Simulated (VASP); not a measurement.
# YN (Fm-3m) in VASP: electric field gradients with PBE

Aim: the electric field gradients of YN with PBE.

Everything below comes from runs of VASP 6.6.1. Logs are shortened: lines on timing, memory, paths and dates and some standing lists are left out, and cuts for length are marked.

## (1) The cell of the first run

It takes space group Fm-3m (No. 225, cubic). The conventional cell has a = 4.877 Å, b = 4.877 Å, c = 4.877 Å, α = 90.00°, β = 90.00°, γ = 90.00°. Y (site symmetry m-3m) has 6 N at 2.44 Å within 3.2 Å. Within 3.2 Å of N (site symmetry m-3m) lie 6 Y at 2.44 Å.

## (2) Electric field gradients, PBE

Contents of INCAR:

```
PREC = Accurate
ENCUT = 520
EDIFF = 1E-8
ISMEAR = -1
SIGMA = 0.03
LREAL = F
LASPH = T
NELM = 120
ALGO = Normal
ISIF = 2
LWAVE = F
LCHARG = F
GGA = PE
LEFG = T
NBANDS = 15
GGA_COMPAT = F
```

Contents of KPOINTS:

```
Automatic mesh
0
Gamma
  10 10 10
```

Contents of POSCAR:

```
YN
1.0
    0.0000000000      2.4385000000      2.4385000000
    2.4385000000      0.0000000000      2.4385000000
    2.4385000000      2.4385000000      0.0000000000
Y N
1 1
Direct
    0.0000000000      0.0000000000      0.0000000000
    0.5000000000      0.5000000000      0.5000000000
```

Potentials or basis: VASP PAW PBE potentials, release 64 (Y_sv, N).

On the command line:

```sh
> cat potpaw_PBE.64/Y_sv/POTCAR potpaw_PBE.64/N/POTCAR > POTCAR
> mpirun -np 1 vasp_std > vasp.out
```

OUTCAR:

```text
PREC = Accurate
   ENCUT = 520
   EDIFF = 1E-8
   ISMEAR = -1
   LREAL = F
   LASPH = T
   NELM = 120
   ISIF = 2
   GGA = PE

 ion  position               nearest neighbor table
   1  0.000  0.000  0.000-   2 2.44   2 2.44   2 2.44   2 2.44   2 2.44   2 2.44
   2  0.500  0.500  0.500-   1 2.44   1 2.44   1 2.44   1 2.44   1 2.44   1 2.44

  LATTYP: Found a face centered cubic cell.
 ALAT       =     4.8770000000

  Lattice vectors:

 A1 = (   0.0000000000,   2.4385000000,   2.4385000000)
 A2 = (   2.4385000000,   0.0000000000,   2.4385000000)
 A3 = (   2.4385000000,   2.4385000000,   0.0000000000)

Analysis of symmetry for initial positions (statically):
=====================================================================
 Subroutine PRICEL returns:
 Original cell was already a primitive cell.

 Routine SETGRP: Setting up the symmetry group for a
 face centered cubic supercell.

 Subroutine GETGRP returns: Found 48 space group operations
 (whereof 48 operations were pure point group operations)
 out of a pool of 48 trial point group operations.

The static configuration has the point symmetry O_h .

Analysis of symmetry for dynamics (positions and initial velocities):
=====================================================================
 Subroutine PRICEL returns:
 Original cell was already a primitive cell.

 Routine SETGRP: Setting up the symmetry group for a
 face centered cubic supercell.

 Subroutine GETGRP returns: Found 48 space group operations
 (whereof 48 operations were pure point group operations)
 out of a pool of 48 trial point group operations.

The dynamic configuration has the point symmetry O_h .

 Subroutine INISYM returns: Found 48 space group operations
 (whereof 48 operations are pure point group operations),
 and found     1 'primitive' translations

----------------------------------------------------------------------------------------

                                     Primitive cell

  volume of cell :      29.0000

  direct lattice vectors                    reciprocal lattice vectors
     0.000000000  2.438500000  2.438500000    -0.205044084  0.205044084  0.205044084
     2.438500000  0.000000000  2.438500000     0.205044084 -0.205044084  0.205044084
     2.438500000  2.438500000  0.000000000     0.205044084  0.205044084 -0.205044084

  length of vectors
     3.448559772  3.448559772  3.448559772     0.355146772  0.355146772  0.355146772

  position of ions in fractional coordinates (direct lattice)
     0.000000000  0.000000000  0.000000000
     0.500000000  0.500000000  0.500000000

  ion indices of the primitive-cell ions
   primitive index   ion index
                 1           1
                 2           2

----------------------------------------------------------------------------------------

 KPOINTS: Automatic mesh

Automatic generation of k-mesh.
 Grid dimensions read from file:
 generate k-points for:   10   10   10

 Generating k-lattice:

  Cartesian coordinates                     Fractional coordinates (reciprocal lattice)
    -0.020504408  0.020504408  0.020504408     0.100000000  0.000000000  0.000000000
     0.020504408 -0.020504408  0.020504408     0.000000000  0.100000000  0.000000000
     0.020504408  0.020504408 -0.020504408     0.000000000  0.000000000  0.100000000

  Length of vectors
     0.035514677  0.035514677  0.035514677

  Shift w.r.t. Gamma in fractional coordinates (k-lattice)
     0.000000000  0.000000000  0.000000000

 Subroutine IBZKPT returns following result:
 ===========================================

 Found     47 irreducible k-points:

 Following reciprocal coordinates:
            Coordinates               Weight
  0.000000  0.000000  0.000000      1.000000
  0.100000  0.000000  0.000000      8.000000
  0.200000  0.000000  0.000000      8.000000
  0.300000  0.000000  0.000000      8.000000
  0.400000  0.000000  0.000000      8.000000
  0.500000  0.000000  0.000000      4.000000
[... 16 lines left out ...]
  0.300000  0.300000  0.000000      6.000000
  0.400000  0.300000  0.000000     24.000000
 [... further k-points ...]
   k-points           NKPTS =     47   k-points in BZ     NKDIM =     47   number of bands    NBANDS=     15
   number of dos      NEDOS =    301   number of ions     NIONS =      2
   total plane-waves  NPLWV =  21952
   dimension x,y,z NGX =    28 NGY =   28 NGZ =   28
   dimension x,y,z NGXF=    56 NGYF=   56 NGZF=   56
   ions per type =               1   1
   NGX,Y,Z   is equivalent  to a cutoff of  13.50, 13.50, 13.50 a.u.
   NGXF,Y,Z  is equivalent  to a cutoff of  27.00, 27.00, 27.00 a.u.
 SYSTEM =  unknown system
   PREC   = accura    normal or accurate (medium, high low for compatibility)
   ISTART =      0    job   : 0-new  1-cont  2-samecut
   ICHARG =      2    charge: 1-file 2-atom 10-const
   ISPIN  =      1    spin polarized calculation?
   LNONCOLLINEAR =      F non collinear calculations
   LSORBIT =      F    spin-orbit coupling
   LASPH  =      T    aspherical Exc in radial PAW
   ENCUT  =  520.0 eV  38.22 Ry    6.18 a.u.   6.41  6.41  6.41*2*pi/ulx,y,z
   NELM   =    120;   NELMIN=  2; NELMDL= -5     # of ELM steps
   EDIFF  = 0.1E-07   stopping-criterion for ELM
   LREAL  =      F    real-space projection
   EDIFFG = 0.1E-06   stopping-criterion for IOM
   NSW    =      0    number of steps for IOM
   IBRION =     -1    ionic relax: 0-MD 1-quasi-New 2-CG
   NFREE  =      0    steps in history (QN), initial steepest desc. (CG)
   ISIF   =      2    stress and relaxation
   ISYM   =      2    0-nonsym 1-usesym 2-fastsym
   POTIM  = 0.5000    time-step for ionic-motion
   TEBEG  =    0.0;   TEEND  =   0.0 temperature during run
   PSTRESS=    0.0 pullay stress
   NELECT =      16.0000    total number of electrons
   NUPDOWN=      -1.0000    fix difference up-down
   EMIN   =  10.00;   EMAX   =-10.00  energy-range for DOS
   EFERMI =   0.00;   METHOD = LEGACY
   ISMEAR =    -1;   SIGMA  =   0.03  broadening in eV -4-tet -1-fermi 0-gaus
   EFERMI_NEDOS =   21; number of points for ismear=-14 and -15
   IALGO  =     38    algorithm
   IMIX   =      4    mixing-type and parameters
     AMIX     =   0.40;   BMIX     =  1.00
     AMIX_MAG =   1.60;   BMIX_MAG =  1.00
  volume/ion in A,a.u.               =      14.50        97.85
  Fermi-wavevector in a.u.,A,eV,Ry     =   1.342710  2.537353 24.529520  1.802869
  Thomas-Fermi vector in A             =   2.470842
   LORBIT       =      0    0 simple, 1 ext, 2 COOP (PROOUT), +10 PAW based schemes
   GGA     = PE    functional components
   LHFCALC =     F    Hartree Fock is set to
   AEXX    =    0.0000 exact exchange contribution
   IVDW    =     0    specifies the selected vdW correction
   LEPSILON=     F    determine dielectric tensor
   LRPA    =     F    only Hartree local field effects (RPA)
 non-spin polarized calculation
  energy-cutoff  :      520.00
  volume of cell :       29.00
 maximum number of plane-waves:       801
 NGX is ok and might be reduce to    28
   NGX = 13   NGY = 13   NGZ = 13

 number of electron      16.0000002 magnetization

 Free energy of the ion-electron system (eV)
  ---------------------------------------------------
  ext. energy  EPLUGINS =         0.00000000
  ---------------------------------------------------
  free energy    TOTEN  =       -18.22431680 eV

  energy without entropy =      -18.22424408  energy(sigma->0) =      -18.22428044

 E-fermi :   4.2854     XC(G=0): -11.2819

 val. band max:        4.1971488529   @ k =   0.0000   0.0000   0.0000
 cond. band min:       4.3734513609   @ k =   0.5000   0.5000   0.0000
 fundamental gap:      0.1763025080
 Fermi energy:         4.2853579218

 k-point     1 :       0.0000    0.0000    0.0000
  band No.  band energies     occupation
      1     -36.6021      2.00000
      2     -16.2391      2.00000
      3     -16.2391      2.00000
      4     -16.2391      2.00000
      5      -8.7354      2.00000
      6       4.1971      1.89961
      7       4.1971      1.89961
      8       4.1971      1.89961
      9       7.3499      0.00000
     10       7.3499      0.00000
     11       7.3499      0.00000
     12       8.4183      0.00000
     13       9.3474      0.00000
     14       9.3474      0.00000
     15      15.0556      0.00000
[... 397 lines left out ...]
 k-point    24 :       0.4000    0.3000    0.0000
  band No.  band energies     occupation
      1     -36.4716      2.00000
      2     -17.0100      2.00000
      3     -16.5265      2.00000
      4     -16.4922      2.00000
      5      -7.9648      2.00000
      6       1.8040      2.00000
      7       3.2377      2.00000
      8       3.5049      2.00000
      9       5.3395      0.00000
     10      10.9045      0.00000
     11      11.0409      0.00000
     12      11.4203      0.00000
     13      11.4248      0.00000
     14      14.6752      0.00000
     15      17.8923      0.00000

 [... further k-points ...]
[... 5 lines left out ...]
  --------------------------------------------------------------------------------------
  -------------------------------------------------------------------------------------
  Total        0.5013337      0.5013337      0.5013337     -0.0000000      0.0000000      0.0000000
  in kB       27.6974119     27.6974119     27.6974119     -0.0000000      0.0000000      0.0000000
  external PRESSURE =      27.6974119 kB  Pullay stress =       0.0000000 kB

 VOLUME and BASIS-vectors are now :
 -----------------------------------------------------------------------------
  energy-cutoff  :      520.00
  volume of cell :       29.00
      direct lattice vectors                 reciprocal lattice vectors
     0.000000000  2.438500000  2.438500000    -0.205044084  0.205044084  0.205044084
     2.438500000  0.000000000  2.438500000     0.205044084 -0.205044084  0.205044084
     2.438500000  2.438500000  0.000000000     0.205044084  0.205044084 -0.205044084

 POSITION                                       TOTAL-FORCE (eV/Angst)
 -----------------------------------------------------------------------------------
      0.00000      0.00000      0.00000        -0.000000      0.000000     -0.000000
      2.43850      2.43850      2.43850         0.000000     -0.000000      0.000000
 -----------------------------------------------------------------------------------
    total drift:                                0.000000      0.000000      0.000000

  FREE ENERGIE OF THE ION-ELECTRON SYSTEM (eV)
  ---------------------------------------------------
  free  energy   TOTEN  =       -18.2243167976 eV

  energy  without entropy=      -18.2242440829  energy(sigma->0) =      -18.22428044

 Electric field gradients (V/A^2)
---------------------------------------------------------------------
 ion       V_xx      V_yy      V_zz      V_xy      V_xz      V_yz
---------------------------------------------------------------------
   1      -0.000    -0.000     0.000     0.000     0.000     0.000
   2      -0.000    -0.000     0.000    -0.001    -0.001    -0.001
---------------------------------------------------------------------

 Electric field gradients after diagonalization (V/A^2)
 (convention: |V_zz| > |V_xx| > |V_yy|)
----------------------------------------------------------------------
 ion       V_xx      V_yy      V_zz     asymmetry (V_yy - V_xx)/ V_zz
----------------------------------------------------------------------
   1      -0.000    -0.000     0.000       0.000
   2       0.001     0.001    -0.002       0.000
----------------------------------------------------------------------

           NMR quadrupolar parameters

 Cq : quadrupolar parameter    Cq=e*Q*V_zz/h
 eta: asymmetry parameters     (V_yy - V_xx)/ V_zz
 Q  : nuclear electric quadrupole moment in mb (millibarn)
----------------------------------------------------------------------
 ion       Cq(MHz)       eta       Q (mb)
----------------------------------------------------------------------
   1       0.000       0.000       1.000
   2      -0.000       0.000       1.000
----------------------------------------------------------------------
```

Run time: 28 s. Hardware: 1 thread of Intel Xeon Platinum 8259CL at 2.50GHz (Skylake/Cascade Lake), shared host; peak memory 0.19 GiB.

What came out:

| Item | Value |
| --- | --- |
| Free energy | -18.2243 eV |
| Pressure | 2.8 GPa |
| Band gap on the k mesh | 0.18 eV, indirect (least direct gap 0.56 eV) |

Caveat: without QUAD_EFG the Cq values of the log hold for a quadrupole moment of 1 mb, not for the nuclei. A k mesh can miss the band edges.
